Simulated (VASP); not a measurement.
Set up this calculation in VASP 6.6.1, as the native input.

```yaml
Task: single point
Functional: PBEsol
Potentials_or_basis: VASP PAW PBE potentials, release 64 (Cu, Al)
Cutoff: 520 eV
k_mesh: 7 × 7 × 7
Occupations: fermi-dirac, width 0.05 eV
Spin: no spin polarisation
Dipole_correction: no
Further_INCAR_settings: ALGO = Fast; EDIFF = 1e-07; NBANDS = 26
```

The structure of Al2Cu (Khatyrkite) lies in POSCAR:

```
Al2Cu
1.0
   -3.0929954968      3.0929954968      2.4863258675
    3.0929954968     -3.0929954968      2.4863258675
    3.0929954968      3.0929954968     -2.4863258675
Cu Al
2 4
Direct
    0.2500000000      0.2500000000      0.0000000000
    0.7500000000      0.7500000000      0.0000000000
    0.3419000000      0.1581000000      0.5000000000
    0.8419000000      0.3419000000      0.1838000000
    0.6581000000      0.8419000000      0.5000000000
    0.1581000000      0.6581000000      0.8162000000
```

This cell differs from its parent crystal: volume scaled by 1.06.

The input as run:

INCAR

```
PREC = Accurate
ENCUT = 520
EDIFF = 1E-7
ISMEAR = -1
SIGMA = 0.05
LREAL = F
LASPH = T
NELM = 80
ALGO = Fast
ISIF = 2
LWAVE = F
LCHARG = F
GGA = PS
NBANDS = 26
```

KPOINTS

```
Automatic mesh
0
Gamma
  7 7 7
```

Potentials or basis: VASP PAW PBE potentials, release 64 (Cu, Al).

Command:

```sh
$ cat potpaw_PBE.64/Cu/POTCAR potpaw_PBE.64/Al/POTCAR > POTCAR
$ mpirun -np 1 vasp_std > vasp.out
```

Results of the run:

```
Pressure               : -8.0 GPa
Largest force          : 0.089 eV/Å
Band gap on the k mesh : zero (band 17 reaches 9.26 eV, above the bottom of band 18 at 5.67 eV)
```

Caveat: the PAW data sets were made with another functional, which shifts forces and pressure a little.

Wall time 2.2 min on 1 thread of Intel(R) Xeon(R) Platinum 8559C (Emerald Rapids) (shared host), peak memory 0.28 GiB.
